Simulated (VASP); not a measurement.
# GaSb3: single point with PBE+D3(BJ)

Crystal: GaSb3.

```
Ga Sb
1.0
     0.00000    3.96287    3.09104
     3.96287    0.00000    3.09104
     3.96287    3.96287    0.00000
Ga Sb
1 3
Cartesian
  0.0000 0.0000 0.0000
  1.9814 1.9814 1.5455
  5.9443 5.9443 4.6366
  3.9629 3.9629 3.0910
```

This cell differs from its parent crystal: ratio of the length along z to the lengths across it x 0.78, volume and fractional coordinates fixed.

| Quantity | Value |
| --- | --- |
| Program | VASP 6.6.1 |
| Task | single point |
| Functional | PBE |
| Dispersion | D3(BJ) |
| Potentials or basis | VASP PAW PBE potentials, release 64 (Ga_d, Sb) |
| Cutoff | 520 eV |
| k mesh | 12 × 12 × 12 |
| Occupations | gaussian, width 0.15 eV |
| Spin | no spin polarisation |

```
Pressure                   : 2.0 GPa
Band gap on the k mesh     : zero (band 14 reaches 9.73 eV, above the bottom of band 15 at 6.25 eV)
Dispersion energy per atom : -0.481 eV
```

Stress tensor (GPa, compression positive):
```
0.78 0.00 0.00
0.00 0.78 0.00
0.00 0.00 4.51
```

Levels at points of the mesh, in eV from the Fermi level:
| k point | band 11 | band 12 | band 13 | band 14 | band 15 | band 16 | band 17 | band 18 |
| --- | --- | --- | --- | --- | --- | --- | --- | --- |
| (0.00, 0.00, 0.00) | -3.19 | -3.19 | -2.94 | -1.98 | -1.98 | -1.01 | -1.01 | 2.38 |
| (0.50, 0.00, 0.00) | -3.21 | -2.22 | -1.70 | -0.40 | -0.05 | 1.74 | 2.52 | 2.78 |
| (0.50, 0.50, 0.00) | -5.95 | -0.69 | -0.59 | 0.87 | 0.87 | 1.72 | 1.72 | 5.12 |
| (0.50, 0.00, 0.50) | -5.06 | -0.66 | 0.14 | 0.23 | 0.55 | 1.66 | 3.19 | 3.23 |

It took 3.8 min on 1 thread of Intel(R) Xeon(R) Platinum 8559C (Emerald Rapids) (shared host), peak memory 0.48 GiB.

Caveat: spin-orbit coupling is left out, which moves the levels of the heavy elements; pairwise dispersion overbinds metals, which lowers pressure and volume.
